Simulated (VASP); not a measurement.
The system is Ag.

```
Ag
1.0
     2.92230    0.00000    0.00000
    -1.46115    2.53079    0.00000
     0.00000    0.00000    4.70166
Ag
2
Direct
  0.33333 0.66667 0.25000
  0.66667 0.33333 0.75000
```

This isn't the form of Ag at room conditions, which is fcc.

- Program: VASP 6.6.1
- Task: relaxation of cell and atoms
- Functional: LDA
- Potentials or basis: VASP PAW LDA potentials, release 64 (Ag)
- Cutoff: 500 eV
- k mesh: 3 × 3 × 2
- Occupations: fermi-dirac, width 0.00861733 eV
- Spin: no spin polarisation

At the start: pressure -9.5 GPa; volume 17.39 Å³/atom.

Q: How do energy, volume and symmetry change on relaxing?

A: Over 3 steps the energy falls by 47.2 meV/atom and the volume is 15.96 Å³/atom (-8.2 %); space group P6_3/mmc (No. 194, to 0.1 Å) before and after.

The path:
```tsv
step	energy change (eV)	largest force (eV/Å)	pressure (GPa)	volume (Å³)
1	0.0000	0.0000	-9.53	34.77
2	-0.0258	0.0000	11.47	29.82
3	-0.0945	0.0000	-0.08	31.92
```

Final structure:
```yaml
crystal:
  lattice:
    - [2.83696, 0.00000, 0.00000]
    - [-1.41848, 2.45688, 0.00000]
    - [0.00000, 0.00000, 4.57961]
  atoms:
    - { symbol: Ag, position: [0.33333, 0.66667, 0.25000] }
    - { symbol: Ag, position: [0.66667, 0.33333, 0.75000] }
```

Caveat: the k points lie up to 0.85 Å⁻¹ apart in the final cell, too coarse for converged energies and pressures of a metal.
